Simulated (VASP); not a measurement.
Wanted: the native input for a VASP 6.6.1 run.

```yaml
Task: single point
Functional: LDA
Potentials_or_basis: VASP PAW LDA potentials, release 64 (Cu_sv_GW)
Cutoff: 820 eV
k_mesh: 24 × 24 × 24
Occupations: gaussian, width 0.15 eV
Spin: no spin polarisation
Dipole_correction: no
Further_INCAR_settings: ALGO = Normal; EDIFF = 1e-06; NBANDS = 16
```

The structure of Cu lies in POSCAR:

```
Cu
1.0
   -1.4612021587      1.4612021587      1.2541498128
    1.4612021587     -1.4612021587      1.2541498128
    1.4612021587      1.4612021587     -1.2541498128
Cu
1
Direct
    0.0000000000      0.0000000000      0.0000000000
```

These files were run (other wordings do the same):

INCAR

```
SYSTEM = Cu
ALGO = Normal
EDIFF = 1E-6
ENCUT = 820
GGA = CA
GGA_COMPAT = .False.
ISIF = 2
ISMEAR = 0
LASPH = .True.
LCHARG = .False.
LREAL = .False.
LWAVE = .False.
NBANDS = 16
NELM = 120
PREC = Accurate
SIGMA = 0.15
```

KPOINTS

```
k-points
0
Gamma
  24 24 24
  0 0 0
```

Potentials or basis: VASP PAW LDA potentials, release 64 (Cu_sv_GW).

Launch:

```bash
$ cat potpaw_LDA.64/Cu_sv_GW/POTCAR > POTCAR
$ mpirun -np 1 vasp_std > vasp.out
```

It gave:

The pressure is 4.1 GPa. The band gap on the k mesh is zero (an odd number of electrons rules out a gap without spin polarisation).

Caveat: the stress differs along the axes, from 2 to 8 GPa.

Wall time 3.1 min on 1 thread of Intel(R) Xeon(R) Platinum 8259CL CPU @ 2.50GHz (Skylake/Cascade Lake), with other jobs on the host, peak memory 0.51 GiB.
